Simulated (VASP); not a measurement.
Li2Se: elastic constants with PBEsol

Crystal: Li2Se.

```
CELL_PARAMETERS angstrom
0.00000 2.92176 2.92176
2.92176 0.00000 2.92176
2.92176 2.92176 0.00000
ATOMIC_POSITIONS crystal
Li 0.25000 0.25000 0.25000
Li 0.75000 0.75000 0.75000
Se 0.00000 0.00000 0.00000
```

```json
{"Program": "VASP 6.6.1", "Task": "elastic constants", "Functional": "PBEsol", "Potentials or basis": "VASP PAW PBE potentials, release 64 (Li_sv, Se)", "Cutoff": "750 eV", "k mesh": "6 × 6 × 6", "Occupations": "gaussian, width 0.01 eV", "Spin": "no spin polarisation", "Dipole correction": "no", "Ions in elastic constants": "relaxed", "Further INCAR settings": "ALGO = Normal; EDIFF = 1e-08; IBRION = 6; POTIM = 0.015; NSW = 1; ISIF = 3"}
```

```
Elastic constants C11, C12, C44                         : 76, 24, 32 GPa
Voigt bulk modulus                                      : 42 GPa
Highest phonon frequency at Γ, LO-TO splitting left out : 374 cm⁻¹
```

Phonon frequencies in cm⁻¹ (negative: imaginary):
| q point | frequencies |
| --- | --- |
| (0.000, 0.000, 0.000) | 0 0 0 314 314 314 374 374 374 |

Elastic tensor in Voigt notation (GPa, in the Cartesian axes of the cell as first typed):
```
76 24 24  0  0  0
24 76 24  0  0  0
24 24 76  0  0  0
 0  0  0 32  0  0
 0  0  0  0 32  0
 0  0  0  0  0 32
```

Clamped-ion elastic tensor (GPa):
```
76 24 24  0  0  0
24 76 24  0  0  0
24 24 76  0  0  0
 0  0  0 39  0  0
 0  0  0  0 39  0
 0  0  0  0  0 39
```

Wall time 4.3 min on 1 thread of Intel(R) Xeon(R) 6975P-C (Granite Rapids), with other jobs on the host, peak memory 0.3 GiB.

Caveat: the cell is under stress, which shifts elastic constants; the PAW data sets were made with another functional, which shifts forces and pressure a little.
